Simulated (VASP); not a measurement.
Al:

```xyz
1
Lattice="-1.6228 1.6228 1.6228 1.6228 -1.6228 1.6228 1.6228 1.6228 -1.6228" Properties=species:S:1:pos:R:3 pbc="T T T"
Al    0.0000    0.0000    0.0000
```

Base run:

| Property | Result |
| --- | --- |
| Program | VASP 6.6.1 |
| Functional | PBE |
| Potentials or basis | VASP PAW PBE potentials, release 64 (Al) |
| Cutoff | 500 eV |
| k mesh | 8 × 8 × 8 |
| Occupations | gaussian, width 0.05 eV |
| Spin | no spin polarisation |

Its results: pressure 0.0 GPa.

The run is repeated on the same cell with these changes: functional from PBE to r2SCAN; cutoff from 500 eV to 550 eV; k mesh from 8 × 8 × 8 to 18 × 18 × 18. What comes out?

Pressure -4.1 GPa.

Several settings changed at once, so the effect can't be laid on one alone.

Caveats: the PAW data sets were made with another functional, which shifts forces and pressure a little (some runs).
